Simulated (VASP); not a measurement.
# SrTiO3 (P1) in VASP: single point with PBE+U

Aim: the single point of SrTiO3 with PBE+U.

Program: VASP 6.6.1. These are calculated values, not measurements. Logs are shortened: lines on timing, memory, paths and dates and some standing lists are left out, and cuts for length are marked.

## Step 1: The cell of the first run

The typed cell holds 5 atoms: a = 3.923 Å, b = 3.969 Å, c = 3.952 Å, α = 90.59°, β = 89.41°, γ = 87.37°.

## Step 2: Single point, PBE+U

INCAR reads:

```
PREC     = Accurate       # precision mode
ENCUT    = 520            # plane-wave cutoff, eV
EDIFF    = 1E-6           # SCF threshold, eV
ISMEAR   = 0              # smearing method
SIGMA    = 0.05           # smearing width, eV
LREAL    = F              # projectors in reciprocal space
LASPH    = T              # aspherical terms in the spheres
NELM     = 150            # most SCF steps
ALGO     = Normal         # electronic algorithm
ISIF     = 2              # what is computed and relaxed
LWAVE    = F              # write WAVECAR
LCHARG   = F              # write CHGCAR
LMAXMIX  = 4              # l up to which the mixer works
LDAU     = T              # DFT+U
LDAUTYPE = 2            
LDAUL    = -1 2 -1        # shell
LDAUU    = 0 4 0          # U, eV
LDAUJ    = 0 0 0        
LDAUPRINT= 1            
GGA      = PE             # functional
NBANDS   = 28             # bands
```

KPOINTS reads:

```
Automatic mesh
0
Gamma
  6 6 6
```

POSCAR reads:

```
SrTiO3
1.0
    3.9215611691      0.0904907161      0.0204898400
    0.0904907161      3.9682391874     -0.0207040950
    0.0204898400     -0.0207040950      3.9515139325
Sr Ti O
1 1 3
Direct
    0.0074849128      0.0124859560     -0.0016527086
    0.5056080559      0.5109134747      0.4984737563
   -0.0032787262      0.4910500601      0.5015059252
    0.4955182085     -0.0071294341      0.5007619500
    0.4946675489      0.4926799433      0.0009110771
```

Potentials or basis: VASP PAW PBE potentials, release 64 (Sr_sv, Ti_sv, O).

The run is started by

```
cat potpaw_PBE.64/Sr_sv/POTCAR potpaw_PBE.64/Ti_sv/POTCAR potpaw_PBE.64/O/POTCAR > POTCAR
mpirun -np 1 vasp_std > vasp.out
```

OUTCAR:

```text
PREC = Accurate
   ENCUT = 520
   EDIFF = 1E-6
   ISMEAR = 0
   LREAL = F
   LASPH = T
   NELM = 150
   ISIF = 2
   GGA = PE

 ion  position               nearest neighbor table
   1  0.007  0.012  0.998-   5 2.71   4 2.73   3 2.73   3 2.75   5 2.75   5 2.76   4 2.77   4 2.81
                             4 2.83   3 2.84   3 2.89   5 2.95   2 3.34   2 3.34   2 3.39   2 3.39
   2  0.506  0.511  0.498-   4 1.91   3 1.92   5 1.97   5 1.99   3 2.00   4 2.06   1 3.34   1 3.34
                             1 3.39   1 3.39   1 3.46   1 3.46   1 3.48   1 3.48
   3  0.997  0.491  0.502-   2 1.92   2 2.00   1 2.73   1 2.75   1 2.84   1 2.89
   4  0.496  0.993  0.501-   2 1.91   2 2.06   1 2.73   1 2.77   1 2.81   1 2.83
   5  0.495  0.493  0.001-   2 1.97   2 1.99   1 2.71   1 2.75   1 2.76   1 2.95

  LATTYP: Found a triclinic cell.
 ALAT       =     6.7804251502
 B/A-ratio  =     0.5827984539
 C/A-ratio  =     0.5785269363
 COS(alpha) =     0.0102861718
 COS(beta)  =     0.5576945553
 COS(gamma) =     0.5947998584

  Lattice vectors:

 A1 = (  -3.8515602930,   3.8984525663,  -3.9927078675)
 A2 = (  -0.0204898400,   0.0207040950,  -3.9515139325)
 A3 = (  -3.9215611691,  -0.0904907161,  -0.0204898400)

Analysis of symmetry for initial positions (statically):
=====================================================================
 Subroutine PRICEL returns:
 Original cell was already a primitive cell.

 Routine SETGRP: Setting up the symmetry group for a
 triclinic supercell.

 Subroutine GETGRP returns: Found  1 space group operations
 (whereof  1 operations were pure point group operations)
 out of a pool of  2 trial point group operations.

The static configuration has the point symmetry C_1 .

Analysis of symmetry for dynamics (positions and initial velocities):
=====================================================================
 Subroutine PRICEL returns:
 Original cell was already a primitive cell.

[... 165 lines left out ...]
  0.0001 -0.0007  0.0005  0.1034  0.0010
 -0.0000  0.0004 -0.0018  0.0010  0.2509

spin component  2

  0.1057 -0.0001 -0.0022  0.0001 -0.0000
 -0.0001  0.1030 -0.0002 -0.0007  0.0004
 -0.0022 -0.0002  0.2464  0.0005 -0.0018
  0.0001 -0.0007  0.0005  0.1034  0.0010
 -0.0000  0.0004 -0.0018  0.0010  0.2509

 occupancies and eigenvectors

  o =  0.1025  v =  0.0150 -0.8097  0.0013 -0.5866  0.0062  0.0000  0.0000  0.0000  0.0000  0.0000      0.0000  0.0000  0.0000  0.0000  0.0000  0.0000  0.0000  0.0000  0.0000  0.0000
  o =  0.1025  v =  0.0000  0.0000  0.0000  0.0000  0.0000  0.0150 -0.8097  0.0013 -0.5866  0.0062      0.0000  0.0000  0.0000  0.0000  0.0000  0.0000  0.0000  0.0000  0.0000  0.0000
  o =  0.1039  v =  0.0914  0.5853  0.0046 -0.8056  0.0037  0.0000  0.0000  0.0000  0.0000  0.0000      0.0000  0.0000  0.0000  0.0000  0.0000  0.0000  0.0000  0.0000  0.0000  0.0000
  o =  0.1039  v =  0.0000  0.0000  0.0000  0.0000  0.0000  0.0914  0.5853  0.0046 -0.8056  0.0037      0.0000  0.0000  0.0000  0.0000  0.0000  0.0000  0.0000  0.0000  0.0000  0.0000
  o =  0.1056  v =  0.0000  0.0000  0.0000  0.0000  0.0000  0.9956 -0.0416  0.0151  0.0829  0.0000      0.0000  0.0000  0.0000  0.0000  0.0000  0.0000  0.0000  0.0000  0.0000  0.0000
  o =  0.1056  v =  0.9956 -0.0416  0.0151  0.0829  0.0000  0.0000  0.0000  0.0000  0.0000  0.0000      0.0000  0.0000  0.0000  0.0000  0.0000  0.0000  0.0000  0.0000  0.0000  0.0000
  o =  0.2458  v =  0.0000  0.0000  0.0000  0.0000  0.0000 -0.0147 -0.0000  0.9419  0.0053  0.3357      0.0000  0.0000  0.0000  0.0000  0.0000  0.0000  0.0000  0.0000  0.0000  0.0000
  o =  0.2458  v = -0.0147 -0.0000  0.9419  0.0053  0.3357  0.0000  0.0000  0.0000  0.0000  0.0000      0.0000  0.0000  0.0000  0.0000  0.0000  0.0000  0.0000  0.0000  0.0000  0.0000
  o =  0.2515  v =  0.0000  0.0000  0.0000  0.0000  0.0000  0.0048  0.0030 -0.3356  0.0052  0.9420      0.0000  0.0000  0.0000  0.0000  0.0000  0.0000  0.0000  0.0000  0.0000  0.0000
  o =  0.2515  v =  0.0048  0.0030 -0.3356  0.0052  0.9420  0.0000  0.0000  0.0000  0.0000  0.0000      0.0000  0.0000  0.0000  0.0000  0.0000  0.0000  0.0000  0.0000  0.0000  0.0000

 number of electron      40.0000002 magnetization

 Free energy of the ion-electron system (eV)
  ---------------------------------------------------
  ext. energy  EPLUGINS =         0.00000000
  ---------------------------------------------------
  free energy    TOTEN  =       -37.33945946 eV

  energy without entropy =      -37.33945946  energy(sigma->0) =      -37.33945946

 E-fermi :   4.2789     XC(G=0): -11.1090

 val. band max:        4.0655338202   @ k =   0.5000   0.5000   0.5000
 cond. band min:       6.3301060138   @ k =   0.0000   0.0000   0.0000
 fundamental gap:      2.2645721936
 Fermi energy:         4.2789022021

 k-point     1 :       0.0000    0.0000    0.0000
  band No.  band energies     occupation
      1     -53.5615      2.00000
      2     -29.7695      2.00000
      3     -29.7387      2.00000
      4     -29.7272      2.00000
      5     -28.8322      2.00000
      6     -13.3395      2.00000
[... 733 lines left out ...]
     27      11.7342      0.00000
     28      12.2675      0.00000

 [... further k-points ...]

------------------------ aborting loop because EDIFF is reached ----------------------------------------

  FORCE on cell =-STRESS in cart. coord.  units (eV):
  Direction    XX          YY          ZZ          XY          YZ          ZX
  --------------------------------------------------------------------------------------
  -------------------------------------------------------------------------------------
  Total        1.8535658      1.1018535      1.0369501     -1.8663260      0.4360760     -0.4557106
  in kB       48.3226798     28.7254516     27.0334128    -48.6553404     11.3685536    -11.8804301
  external PRESSURE =      34.6938481 kB  Pullay stress =       0.0000000 kB

 VOLUME and BASIS-vectors are now :
 -----------------------------------------------------------------------------
  energy-cutoff  :      520.00
  volume of cell :       61.46
      direct lattice vectors                 reciprocal lattice vectors
     3.921561169  0.090490716  0.020489840     0.255141976 -0.005825255 -0.001353513
     0.090490716  3.968239187 -0.020704095    -0.005825255  0.252140827  0.001351306
     0.020489840 -0.020704095  3.951513933    -0.001353513  0.001351306  0.253081661

 POSITION                                       TOTAL-FORCE (eV/Angst)
 -----------------------------------------------------------------------------------
      0.05094      0.02955      3.94488        -0.003329     -0.017582      0.002420
      2.03922      2.06286      1.96951        -0.157624     -0.257181      0.035286
      3.96341      2.02841      1.99196         0.149471      0.006933     -0.001367
      2.04331      3.97442      1.96836         0.007907      0.265764     -0.001380
      1.98447      1.99982      0.00354         0.003575      0.002066     -0.034959
 -----------------------------------------------------------------------------------
    total drift:                                0.000428     -0.000419      0.000035

  FREE ENERGIE OF THE ION-ELECTRON SYSTEM (eV)
  ---------------------------------------------------
  free  energy   TOTEN  =       -37.3394594649 eV

  energy  without entropy=      -37.3394594649  energy(sigma->0) =      -37.33945946
```

OSZICAR:

```text
N       E                     dE             d eps       ncg     rms          rms(c)
DAV:   1     0.437288145588E+03    0.43729E+03   -0.21328E+04  6272   0.158E+03
DAV:   2    -0.395752407311E+01   -0.44125E+03   -0.42283E+03  7260   0.439E+02
DAV:   3    -0.465171214514E+02   -0.42560E+02   -0.42106E+02  8568   0.134E+02
DAV:   4    -0.486400759962E+02   -0.21230E+01   -0.21184E+01  9768   0.254E+01
DAV:   5    -0.486973066673E+02   -0.57231E-01   -0.57220E-01  8720   0.345E+00    0.261E+01
DAV:   6    -0.370934719090E+02    0.11604E+02   -0.55129E+01  9504   0.652E+01    0.141E+01
DAV:   7    -0.373563828164E+02   -0.26291E+00   -0.65376E+00  8148   0.152E+01    0.101E+01
DAV:   8    -0.374275933157E+02   -0.71210E-01   -0.16896E+00  7708   0.120E+01    0.320E+00
DAV:   9    -0.373493205342E+02    0.78273E-01   -0.28659E-01  7520   0.545E+00    0.116E+00
DAV:  10    -0.373452704520E+02    0.40501E-02   -0.12491E-01  7368   0.211E+00    0.699E-01
DAV:  11    -0.373396240425E+02    0.56464E-02   -0.31025E-02  8528   0.167E+00    0.193E-01
DAV:  12    -0.373394208823E+02    0.20316E-03   -0.20544E-03  7240   0.476E-01    0.836E-02
DAV:  13    -0.373394682058E+02   -0.47324E-04   -0.18581E-04  8020   0.100E-01    0.568E-02
DAV:  14    -0.373394626042E+02    0.56017E-05   -0.12001E-04  7416   0.646E-02    0.223E-02
DAV:  15    -0.373394593021E+02    0.33021E-05   -0.24472E-05  9312   0.393E-02    0.394E-03
DAV:  16    -0.373394594649E+02   -0.16284E-06   -0.14679E-06  4584   0.964E-03
   1 F= -.37339459E+02 E0= -.37339459E+02  d E =-.164516E-11
```

stdout:

```text
POSCAR found type information on POSCAR SrTiO
 POSCAR found :  3 types and       5 ions
 scaLAPACK will be used
 LDA part: xc-table for (Slater+PW92), standard interpolation
 POSCAR, INCAR and KPOINTS ok, starting setup
 FFT: planning ... GRIDC
 FFT: planning ... GRID_SOFT
 FFT: planning ... GRID
 WAVECAR not read
 entering main loop
```

Run time: 2.4 min. Hardware: 1 thread of Intel Xeon Platinum 8375C at 2.90GHz (Ice Lake), shared host; peak memory 0.31 GiB.

Results:

```yaml
Free_energy: -37.3395 eV
Pressure: 3.5 GPa
Largest_force: 0.304 eV/Å
Band_gap_on_the_k_mesh: 2.26 eV, indirect (least direct gap 2.64 eV)
```

Forces in eV/Å, atoms in the order of the input:
```
Sr  -0.003 -0.018  0.002
Ti  -0.158 -0.257  0.035
O    0.149  0.007 -0.001
O    0.008  0.266 -0.001
O    0.004  0.002 -0.035
```

Stress tensor (GPa, compression positive):
```
 4.83 -4.87 -1.19
-4.87  2.87  1.14
-1.19  1.14  2.70
```

Eigenvalues of the final occupation matrices:
```tsv
site	spin	trace	eigenvalues
site 2 d	1	0.81	0.10 0.10 0.11 0.25 0.25
site 2 d	2	0.81	0.10 0.10 0.11 0.25 0.25
```

Caveat: the cell differs from its parent crystal (cell sheared at random, sigma 0.01, atoms nudged by 0.01 Å, then relaxed in part). A k mesh can miss the band edges.
